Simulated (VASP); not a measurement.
Here is a VASP 6.6.1 calculation.

INCAR

```
SYSTEM = SrCl
ALGO = Normal
EDIFF = 1E-6
ENCUT = 520
GGA = PE
ISIF = 2
ISMEAR = 0
LASPH = .True.
LCHARG = .False.
LREAL = .False.
LWAVE = .False.
NBANDS = 16
NELM = 60
PREC = Accurate
SIGMA = 0.1
```

Contents of KPOINTS:

```
k-points
0
Gamma
  14 14 14
  0 0 0
```

The input POSCAR:

```
SrCl
1.0
    0.0000000000      3.4357467085      3.4357467085
    3.4357467085      0.0000000000      3.4357467085
    3.4357467085      3.4357467085      0.0000000000
Sr Cl
1 1
Direct
    0.0000000000      0.0000000000      0.0000000000
    0.7500000000      0.7500000000      0.7500000000
```

Potentials or basis: VASP PAW PBE potentials, release 64 (Sr_sv, Cl).

The run is started by

```console
$ cat potpaw_PBE.64/Sr_sv/POTCAR potpaw_PBE.64/Cl/POTCAR > POTCAR
$ mpirun -np 1 vasp_std > vasp.out
```

Predict the band gap on the k mesh.

zero (an odd number of electrons rules out a gap without spin polarisation).

Predict the pressure.

0.0 GPa.

Caveat: an odd number of electrons without spin polarisation forces a metal; a magnetic or distorted state may lie lower.
